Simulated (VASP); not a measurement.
# Al2O3 (P-6m2) in VASP: notebook

Runs on Al2O3. Level: PBEsol. Tasks: single point.

Everything below comes from runs of VASP 6.6.1. Logs are shortened: lines on timing, memory, paths and dates and some standing lists are left out, and cuts for length are marked.

## (1) The cell of the first run

The structure is hexagonal, space group P-6m2 (No. 187). The conventional cell has a = 2.825 Å, b = 2.825 Å, c = 9.146 Å, α = 90.00°, β = 90.00°, γ = 120.00°. Al (site symmetry 3m) has 6 O at 1.76 to 2.13 Å within 2.3 Å. Within 2.3 Å of O (site symmetry 3m) lie 3 Al at 1.76 Å. O (site symmetry -6m2) has 6 Al at 2.13 Å and 12 O at 2.61 to 2.83 Å within 2.9 Å.

## (2) Single point, PBEsol (12.65 Å³/atom)

Input file INCAR:

```
PREC = Accurate ; ENCUT = 520
EDIFF = 1E-6 ; ISMEAR = -1
SIGMA = 0.05 ; LREAL = F
LASPH = T ; NELM = 60
ALGO = Normal ; ISIF = 2
LWAVE = F ; LCHARG = F
GGA = PS ; NBANDS = 20
```

Input file KPOINTS:

```
regular mesh
0
Gamma
  11 11 3
```

Input file POSCAR:

```
Al2O3
1.0
    2.8254446524      0.0000000000      0.0000000000
   -1.4127223262      2.4469068459      0.0000000000
    0.0000000000      0.0000000000      9.1461549695
Al O
2 3
Direct
    0.0000000000      0.0000000000      0.8500076700
    0.0000000000      0.0000000000      0.1499923300
    0.3333333333      0.6666666667      0.7776830800
    0.6666666667      0.3333333333      0.0000000000
    0.3333333333      0.6666666667      0.2223169200
```

Potentials or basis: VASP PAW PBE potentials, release 64 (Al, O).

Started as:

```sh
cat potpaw_PBE.64/Al/POTCAR potpaw_PBE.64/O/POTCAR > POTCAR
mpirun -np 1 vasp_std > vasp.out
```

OUTCAR:

```text
PREC = Accurate
   ENCUT = 520
   EDIFF = 1E-6
   ISMEAR = -1
   LREAL = F
   LASPH = T
   NELM = 60
   ISIF = 2
   GGA = PS

 ion  position               nearest neighbor table
   1  0.000  0.000  0.850-   3 1.76   3 1.76   3 1.76   4 2.13   4 2.13   4 2.13   2 2.74
   2  0.000  0.000  0.150-   5 1.76   5 1.76   5 1.76   4 2.13   4 2.13   4 2.13   1 2.74
   3  0.333  0.667  0.778-   1 1.76   1 1.76   1 1.76
   4  0.667  0.333  0.000-   1 2.13   2 2.13   1 2.13   2 2.13   1 2.13   2 2.13
   5  0.333  0.667  0.222-   2 1.76   2 1.76   2 1.76

  LATTYP: Found a hexagonal cell.
 ALAT       =     2.8254446524
 C/A-ratio  =     3.2370674689

  Lattice vectors:

 A1 = (   2.8254446524,   0.0000000000,   0.0000000000)
 A2 = (  -1.4127223262,   2.4469068459,   0.0000000000)
 A3 = (   0.0000000000,   0.0000000000,   9.1461549695)

Analysis of symmetry for initial positions (statically):
=====================================================================
 Subroutine PRICEL returns:
 Original cell was already a primitive cell.

 Routine SETGRP: Setting up the symmetry group for a
 hexagonal supercell.

 Subroutine GETGRP returns: Found 12 space group operations
 (whereof 12 operations were pure point group operations)
 out of a pool of 24 trial point group operations.

The static configuration has the point symmetry D_3h.

Analysis of symmetry for dynamics (positions and initial velocities):
=====================================================================
 Subroutine PRICEL returns:
 Original cell was already a primitive cell.

 Routine SETGRP: Setting up the symmetry group for a
 hexagonal supercell.

 Subroutine GETGRP returns: Found 12 space group operations
 (whereof 12 operations were pure point group operations)
 out of a pool of 24 trial point group operations.

The dynamic configuration has the point symmetry D_3h.

 Subroutine INISYM returns: Found 12 space group operations
 (whereof 12 operations are pure point group operations),
 and found     1 'primitive' translations

----------------------------------------------------------------------------------------

                                     Primitive cell

  volume of cell :      63.2329

  direct lattice vectors                    reciprocal lattice vectors
     2.825444652  0.000000000  0.000000000     0.353926593  0.204339614  0.000000000
    -1.412722326  2.446906846  0.000000000     0.000000000  0.408679228  0.000000000
     0.000000000  0.000000000  9.146154969     0.000000000  0.000000000  0.109335563

  length of vectors
     2.825444652  2.825444652  9.146154969     0.408679228  0.408679228  0.109335563

  position of ions in fractional coordinates (direct lattice)
     0.000000000  0.000000000  0.850007670
     0.000000000  0.000000000  0.149992330
     0.333333333  0.666666667  0.777683080
     0.666666667  0.333333333  0.000000000
     0.333333333  0.666666667  0.222316920

  ion indices of the primitive-cell ions
   primitive index   ion index
                 1           1
                 2           2
                 3           3
                 4           4
                 5           5

----------------------------------------------------------------------------------------

 KPOINTS: regular mesh

Automatic generation of k-mesh.
 Grid dimensions read from file:
 generate k-points for:   11   11    3

 Generating k-lattice:

  Cartesian coordinates                     Fractional coordinates (reciprocal lattice)
     0.032175145  0.018576329  0.000000000     0.090909091  0.000000000  0.000000000
     0.000000000  0.037152657  0.000000000     0.000000000  0.090909091  0.000000000
     0.000000000  0.000000000  0.036445188     0.000000000  0.000000000  0.333333333

  Length of vectors
     0.037152657  0.037152657  0.036445188

  Shift w.r.t. Gamma in fractional coordinates (k-lattice)
     0.000000000  0.000000000  0.000000000

 Subroutine IBZKPT returns following result:
 ===========================================

 Found     32 irreducible k-points:

 Following reciprocal coordinates:
            Coordinates               Weight
  0.000000  0.000000  0.000000      1.000000
  0.090909 -0.000000  0.000000      6.000000
  0.181818  0.000000  0.000000      6.000000
  0.272727 -0.000000  0.000000      6.000000
  0.363636 -0.000000  0.000000      6.000000
  0.454545  0.000000  0.000000      6.000000
[... 16 lines left out ...]
  0.090909  0.090909  0.333333     12.000000
  0.181818  0.090909  0.333333     24.000000
 [... further k-points ...]
   k-points           NKPTS =     32   k-points in BZ     NKDIM =     32   number of bands    NBANDS=     20
   number of dos      NEDOS =    301   number of ions     NIONS =      5
   total plane-waves  NPLWV =  40320
   dimension x,y,z NGX =    24 NGY =   24 NGZ =   70
   dimension x,y,z NGXF=    48 NGYF=   48 NGZF=  140
   ions per type =               2   3
   NGX,Y,Z   is equivalent  to a cutoff of  14.12, 14.12, 12.72 a.u.
   NGXF,Y,Z  is equivalent  to a cutoff of  28.24, 28.24, 25.45 a.u.
 SYSTEM =  unknown system
   PREC   = accura    normal or accurate (medium, high low for compatibility)
   ISTART =      0    job   : 0-new  1-cont  2-samecut
   ICHARG =      2    charge: 1-file 2-atom 10-const
   ISPIN  =      1    spin polarized calculation?
   LNONCOLLINEAR =      F non collinear calculations
   LSORBIT =      F    spin-orbit coupling
   LASPH  =      T    aspherical Exc in radial PAW
   ENCUT  =  520.0 eV  38.22 Ry    6.18 a.u.   5.25  5.25 17.01*2*pi/ulx,y,z
   NELM   =     60;   NELMIN=  2; NELMDL= -5     # of ELM steps
   EDIFF  = 0.1E-05   stopping-criterion for ELM
   LREAL  =      F    real-space projection
   EDIFFG = 0.1E-04   stopping-criterion for IOM
   NSW    =      0    number of steps for IOM
   IBRION =     -1    ionic relax: 0-MD 1-quasi-New 2-CG
   NFREE  =      0    steps in history (QN), initial steepest desc. (CG)
   ISIF   =      2    stress and relaxation
   ISYM   =      2    0-nonsym 1-usesym 2-fastsym
   POTIM  = 0.5000    time-step for ionic-motion
   TEBEG  =    0.0;   TEEND  =   0.0 temperature during run
   PSTRESS=    0.0 pullay stress
   NELECT =      24.0000    total number of electrons
   NUPDOWN=      -1.0000    fix difference up-down
   EMIN   =  10.00;   EMAX   =-10.00  energy-range for DOS
   EFERMI =   0.00;   METHOD = LEGACY
   ISMEAR =    -1;   SIGMA  =   0.05  broadening in eV -4-tet -1-fermi 0-gaus
   EFERMI_NEDOS =   21; number of points for ismear=-14 and -15
   IALGO  =     38    algorithm
   IMIX   =      4    mixing-type and parameters
     AMIX     =   0.40;   BMIX     =  1.00
     AMIX_MAG =   1.60;   BMIX_MAG =  1.00
  volume/ion in A,a.u.               =      12.65        85.34
  Fermi-wavevector in a.u.,A,eV,Ry     =   1.185307  2.239906 19.115553  1.404954
  Thomas-Fermi vector in A             =   2.321504
   LORBIT       =      0    0 simple, 1 ext, 2 COOP (PROOUT), +10 PAW based schemes
   GGA     = PS    functional components
   LHFCALC =     F    Hartree Fock is set to
   AEXX    =    0.0000 exact exchange contribution
   IVDW    =     0    specifies the selected vdW correction
   LEPSILON=     F    determine dielectric tensor
   LRPA    =     F    only Hartree local field effects (RPA)
 non-spin polarized calculation
  energy-cutoff  :      520.00
  volume of cell :       63.23
 maximum number of plane-waves:      1714
 NGX is ok and might be reduce to    24
   NGX = 11   NGY = 11   NGZ = 35

 number of electron      24.0000008 magnetization

 Free energy of the ion-electron system (eV)
  ---------------------------------------------------
  ext. energy  EPLUGINS =         0.00000000
  ---------------------------------------------------
  free energy    TOTEN  =       -38.08068039 eV

  energy without entropy =      -38.08068039  energy(sigma->0) =      -38.08068039

 E-fermi :   2.4324     XC(G=0):  -8.8551

 val. band max:        1.2216475758   @ k =   0.0909   0.0909   0.0000
 cond. band min:       6.5070239186   @ k =   0.0000   0.0000   0.0000
 fundamental gap:      5.2853763428
 Fermi energy:         2.4324102926

 k-point     1 :       0.0000    0.0000    0.0000
  band No.  band energies     occupation
      1     -17.8780      2.00000
      2     -16.6578      2.00000
      3     -15.3767      2.00000
      4      -4.0376      2.00000
      5      -0.9784      2.00000
      6      -0.3414      2.00000
[... 12 lines left out ...]
     19      16.5644      0.00000
     20      16.5978      0.00000

 k-point     2 :       0.0909   -0.0000    0.0000
  band No.  band energies     occupation
      1     -17.7665      2.00000
      2     -16.5732      2.00000
      3     -15.3345      2.00000
      4      -3.9736      2.00000
      5      -1.2752      2.00000
      6      -0.5147      2.00000
[... 12 lines left out ...]
     19      15.6878      0.00000
     20      16.5942      0.00000

 k-point     3 :       0.1818    0.0000    0.0000
  band No.  band energies     occupation
      1     -17.4462      2.00000
      2     -16.3371      2.00000
      3     -15.2271      2.00000
      4      -3.8571      2.00000
      5      -2.1991      2.00000
      6      -1.3240      2.00000
[... 12 lines left out ...]
     19      14.7352      0.00000
     20      15.4840      0.00000

 k-point     4 :       0.2727   -0.0000    0.0000
  band No.  band energies     occupation
      1     -16.9632      2.00000
      2     -16.0040      2.00000
      3     -15.1111      2.00000
      4      -3.9753      2.00000
      5      -3.3899      2.00000
      6      -2.1268      2.00000
[... 12 lines left out ...]
     19      14.3884      0.00000
     20      15.1681      0.00000

 k-point     5 :       0.3636   -0.0000    0.0000
  band No.  band energies     occupation
      1     -16.4069      2.00000
      2     -15.6691      2.00000
      3     -15.0716      2.00000
      4      -4.4503      2.00000
      5      -4.4250      2.00000
      6      -2.9071      2.00000
[... 12 lines left out ...]
     19      14.5624      0.00000
     20      15.8363      0.00000

 k-point     6 :       0.4545    0.0000    0.0000
  band No.  band energies     occupation
      1     -15.9481      2.00000
      2     -15.4537      2.00000
      3     -15.1523      2.00000
      4      -5.0190      2.00000
      5      -4.8366      2.00000
      6      -3.3459      2.00000
[... 12 lines left out ...]
     19      15.1253      0.00000
     20      15.5988      0.00000

 k-point     7 :       0.0909    0.0909    0.0000
  band No.  band energies     occupation
      1     -17.5505      2.00000
      2     -16.4127      2.00000
      3     -15.2595      2.00000
      4      -3.8799      2.00000
      5      -1.8376      2.00000
      6      -1.1081      2.00000
[... 12 lines left out ...]
     19      14.8147      0.00000
     20      15.7236      0.00000
[... 277 lines left out ...]
 k-point    20 :       0.2727   -0.0000    0.3333
  band No.  band energies     occupation
      1     -16.9630      2.00000
      2     -16.0043      2.00000
      3     -15.1110      2.00000
      4      -3.9757      2.00000
      5      -3.3884      2.00000
      6      -2.1251      2.00000
[... 12 lines left out ...]
     19      14.2751      0.00000
     20      15.6185      0.00000

 k-point    21 :       0.3636   -0.0000    0.3333
  band No.  band energies     occupation
      1     -16.4069      2.00000
      2     -15.6693      2.00000
      3     -15.0714      2.00000
      4      -4.4508      2.00000
      5      -4.4244      2.00000
      6      -2.9057      2.00000
[... 12 lines left out ...]
     19      14.6645      0.00000
     20      16.0328      0.00000

 k-point    22 :       0.4545    0.0000    0.3333
  band No.  band energies     occupation
      1     -15.9482      2.00000
      2     -15.4539      2.00000
      3     -15.1522      2.00000
      4      -5.0186      2.00000
      5      -4.8373      2.00000
      6      -3.3445      2.00000
[... 12 lines left out ...]
     19      15.0135      0.00000
     20      15.7483      0.00000

 k-point    23 :       0.0909    0.0909    0.3333
  band No.  band energies     occupation
      1     -17.5503      2.00000
      2     -16.4130      2.00000
      3     -15.2594      2.00000
      4      -3.8827      2.00000
      5      -1.8300      2.00000
      6      -1.1080      2.00000
[... 12 lines left out ...]
     19      14.8078      0.00000
     20      15.8885      0.00000

 k-point    24 :       0.1818    0.0909    0.3333
  band No.  band energies     occupation
      1     -17.1477      2.00000
      2     -16.1274      2.00000
      3     -15.1461      2.00000
      4      -3.8630      2.00000
      5      -2.8017      2.00000
      6      -1.9890      2.00000
[... 12 lines left out ...]
     19      14.1356      0.00000
     20      15.4120      0.00000

 [... further k-points ...]

------------------------ aborting loop because EDIFF is reached ----------------------------------------

  FORCE on cell =-STRESS in cart. coord.  units (eV):
  Direction    XX          YY          ZZ          XY          YZ          ZX
  --------------------------------------------------------------------------------------
  -------------------------------------------------------------------------------------
  Total        3.2699387      3.2699387      1.6488475      0.0000000      0.0000000      0.0000000
  in kB       82.8528409     82.8528409     41.7780600      0.0000000      0.0000000      0.0000000
  external PRESSURE =      69.1612473 kB  Pullay stress =       0.0000000 kB

 VOLUME and BASIS-vectors are now :
 -----------------------------------------------------------------------------
  energy-cutoff  :      520.00
  volume of cell :       63.23
      direct lattice vectors                 reciprocal lattice vectors
     2.825444652  0.000000000  0.000000000     0.353926593  0.204339614  0.000000000
    -1.412722326  2.446906846  0.000000000     0.000000000  0.408679228  0.000000000
     0.000000000  0.000000000  9.146154969     0.000000000  0.000000000  0.109335563

 POSITION                                       TOTAL-FORCE (eV/Angst)
 -----------------------------------------------------------------------------------
      0.00000      0.00000      7.77430        -0.000000      0.000000      0.312722
      0.00000      0.00000      1.37185        -0.000000      0.000000     -0.312722
     -0.00000      1.63127      7.11281        -0.000000     -0.000000     -0.636286
      1.41272      0.81564      0.00000         0.000000      0.000000      0.000000
     -0.00000      1.63127      2.03335        -0.000000     -0.000000      0.636286
 -----------------------------------------------------------------------------------
    total drift:                                0.000000     -0.000000      0.000000

  FREE ENERGIE OF THE ION-ELECTRON SYSTEM (eV)
  ---------------------------------------------------
  free  energy   TOTEN  =       -38.0806803897 eV

  energy  without entropy=      -38.0806803897  energy(sigma->0) =      -38.08068039
```

Run time: 67 s. Hardware: 1 thread of Intel Xeon 8259CL, shared host; peak memory 0.2 GiB.

Results:

* Free energy: -38.0807 eV
* Pressure: 6.9 GPa
* Largest force: 0.636 eV/Å
* Band gap on the k mesh: 5.29 eV (least direct gap 5.57 eV)

Forces in eV/Å, atoms in the order of the input:
```
Al   0.000  0.000  0.313
Al   0.000  0.000 -0.313
O    0.000  0.000 -0.636
O    0.000  0.000  0.000
O    0.000  0.000  0.636
```

Stress tensor (GPa, compression positive):
```
8.29 0.00 0.00
0.00 8.29 0.00
0.00 0.00 4.18
```

Caveat: the cell stands under pressure; the PAW data sets were made with another functional, which shifts forces and pressure a little; an odd mesh through Γ misses points on the zone boundary, where band edges can lie.

## (3) Single point, PBEsol (12.92 Å³/atom)

This run uses another cell than the first one, of 12.92 Å³/atom.

Input file INCAR:

```
  PREC = Accurate
  ENCUT = 520
  EDIFF = 1E-6
  ISMEAR = -1
  SIGMA = 0.05
  LREAL = F
  LASPH = T
  NELM = 80
  ALGO = Normal
  ISIF = 2
  LWAVE = F
  LCHARG = T
  GGA = PS
  LELF = T
  LVHAR = T
  NBANDS = 20
```

KPOINTS is that of step 2.

POSCAR, as its differences from that of step 2:

```diff
@@ -2,5 +2,5 @@
 1.0
-    2.8254446524      0.0000000000      0.0000000000
-   -1.4127223262      2.4469068459      0.0000000000
-    0.0000000000      0.0000000000      9.1461549695
+    2.8453428055      0.0000000000      0.0000000000
+   -1.4226714028      2.4641391521      0.0000000000
+    0.0000000000      0.0000000000      9.2105666337
 Al O
```

Potentials or basis: VASP PAW PBE potentials, release 64 (Al, O).

Started as:

```sh
cat potpaw_PBE.64/Al/POTCAR potpaw_PBE.64/O/POTCAR > POTCAR
mpirun -np 1 vasp_std > vasp.out
```

Run time: 78 s. Hardware: 1 thread of Intel Xeon 8259CL, shared host; peak memory 0.19 GiB.

It converged, with:

- Free energy: -38.1251 eV
- Pressure: 3.4 GPa
- Largest force: 0.355 eV/Å
- Band gap on the k mesh: 5.10 eV (least direct gap 5.37 eV)

Forces on the atoms (eV/Å):
```
Al   0.000  0.000  0.230
Al   0.000  0.000 -0.230
O    0.000  0.000 -0.355
O    0.000  0.000  0.000
O    0.000  0.000  0.355
```

Stress tensor (GPa, compression positive):
```
4.12 0.00 0.00
0.00 4.12 0.00
0.00 0.00 1.84
```

Levels at points of the mesh, in eV from the valence-band top:
| k point | band 9 | band 10 | band 11 | band 12 | band 13 | band 14 | band 15 | band 16 |
| --- | --- | --- | --- | --- | --- | --- | --- | --- |
| (0.00, 0.00, 0.00) | -1.26 | -0.56 | -0.56 | -0.27 | 5.10 | 7.62 | 8.19 | 9.40 |

Caveat: the cell stands under pressure; the PAW data sets were made with another functional, which shifts forces and pressure a little; an odd mesh through Γ misses points on the zone boundary, where band edges can lie.

## (4) Single point, PBEsol (13.18 Å³/atom)

This run uses another cell than the first one, of 13.18 Å³/atom.

Input file INCAR:

```
ALGO     = Normal         # electronic algorithm
EDIFF    = 1E-6           # SCF threshold, eV
ENCUT    = 520            # plane-wave cutoff, eV
GGA      = PS             # functional
ISIF     = 2              # what is computed and relaxed
ISMEAR   = -1             # smearing method
LASPH    = T              # aspherical terms in the spheres
LCHARG   = F              # write CHGCAR
LREAL    = F              # projectors in reciprocal space
LWAVE    = F              # write WAVECAR
NBANDS   = 20             # bands
NELM     = 80             # most SCF steps
PREC     = Accurate       # precision mode
SIGMA    = 0.05           # smearing width, eV
```

Input file KPOINTS:

```
k-points
0
Gamma
  11 11 3
```

POSCAR, as its differences from that of step 3:

```diff
@@ -2,5 +2,5 @@
 1.0
-    2.8453428055      0.0000000000      0.0000000000
-   -1.4226714028      2.4641391521      0.0000000000
-    0.0000000000      0.0000000000      9.2105666337
+    2.8649664795      0.0000000000      0.0000000000
+   -1.4324832398      2.4811337522      0.0000000000
+    0.0000000000      0.0000000000      9.2740897903
 Al O
```

Started as:

```sh
cat potpaw_PBE.64/Al/POTCAR potpaw_PBE.64/O/POTCAR > POTCAR
mpirun -np 1 vasp_std > vasp.out
```

Run time: 57 s. Hardware: 1 thread of Intel Xeon 8259CL, shared host; peak memory 0.2 GiB.

The run converged. Its results:

```yaml
Free_energy: -38.1410 eV
Pressure: 0.1 GPa
Largest_force: 0.155 eV/Å
Band_gap_on_the_k_mesh: 4.92 eV (least direct gap 5.17 eV)
```

Forces on the atoms (eV/Å):
```
Al   0.000  0.000  0.155
Al   0.000  0.000 -0.155
O    0.000  0.000 -0.096
O    0.000  0.000  0.000
O    0.000  0.000  0.096
```

Stress tensor (GPa, compression positive):
```
 0.35  0.00  0.00
 0.00  0.35  0.00
 0.00  0.00 -0.28
```

Levels at points of the mesh, in eV from the valence-band top:
```tsv
k point	band 10	band 11	band 12	band 13	band 14	band 15
(0.00, 0.00, 0.00)	-0.54	-0.54	-0.25	4.92	7.52	7.96
```

Caveat: the PAW data sets were made with another functional, which shifts forces and pressure a little; an odd mesh through Γ misses points on the zone boundary, where band edges can lie.

[end of part 1 of 2]
